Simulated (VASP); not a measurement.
Crystal: P.

```
P
1.0
    -2.61039    2.61039    2.34580
     2.61039   -2.61039    2.34580
     2.61039    2.61039   -2.34580
P
3
Direct
  0.50000 0.00000 0.50000
  0.00000 0.50000 0.50000
  0.50000 0.50000 0.00000
```

| Property | Result |
| --- | --- |
| Program | VASP 6.6.1 |
| Task | relaxation of cell and atoms |
| Functional | PBE |
| Potentials or basis | VASP PAW PBE potentials, release 64 (P) |
| Cutoff | 600 eV |
| k mesh | 6 × 6 × 6 |
| Occupations | gaussian, width 0.1 eV |
| Spin | no spin polarisation |

At the start: pressure -10.5 GPa; volume 21.31 Å³/atom.

Question: Where does the relaxation end?

Answer: Over 7 steps the energy falls by 211.4 meV/atom and the volume is 17.01 Å³/atom (-20.2 %); space group Im-3m (No. 229, to 0.05 Å).

Step by step:
```csv
step,energy change (eV),largest force (eV/Å),pressure (GPa),volume (Å³)
1,0.0000,0.0000,-10.46,63.94
2,-0.5550,0.0000,-0.59,51.89
3,-0.5618,0.0000,1.08,50.80
4,-0.6276,0.0000,1.87,49.95
5,-0.6275,0.0000,1.91,49.93
6,-0.6333,0.0000,-0.68,51.41
7,-0.6341,0.0000,-0.02,51.02
```

Final structure:
```xyz
3
Lattice="-2.3382 2.3382 2.3331 2.3382 -2.3382 2.3331 2.3382 2.3382 -2.3331" Properties=species:S:1:pos:R:3 pbc="T T T"
P     0.0000    2.3382    0.0000
P     2.3382    0.0000    0.0000
P     0.0000    0.0000    2.3331
```

Caveat: the volume moved by over 15 % at a fixed basis, so the end points are rough.
